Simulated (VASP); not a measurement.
As: single point with PBE

The system is As.

```
As
1.0
     2.73752    0.00000    0.00000
     0.00000    2.73752    0.00000
     0.00000    0.00000    2.73752
As
1
Cartesian
  0.0000 0.0000 0.0000
```

* Program: VASP 6.6.1
* Task: single point
* Functional: PBE
* Potentials or basis: VASP PAW PBE potentials, release 64 (As)
* Cutoff: 520 eV
* k mesh: 12 × 12 × 12
* Occupations: fermi-dirac, width 0.136057 eV
* Spin: no spin polarisation

```yaml
Pressure: -0.1 GPa
```

Levels at points of the mesh, in eV from the Fermi level:
```csv
k point,band 1,band 2,band 3,band 4,band 5,band 6,band 7
"(0.00, 0.00, 0.00)",-14.77,3.89,3.89,3.89,8.34,8.34,10.11
"(0.50, 0.00, 0.00)",-11.79,-6.76,6.05,6.05,10.93,13.78,14.23
"(0.50, 0.50, 0.00)",-8.70,-4.20,-4.20,2.55,8.08,15.92,17.07
"(0.50, 0.50, 0.50)",-5.32,-1.88,-1.88,-1.88,5.88,5.88,5.88
```

Run time: 4.9 s on 1 thread of Intel(R) Xeon(R) 6975P-C (Granite Rapids) (shared host), peak memory 0.12 GiB.
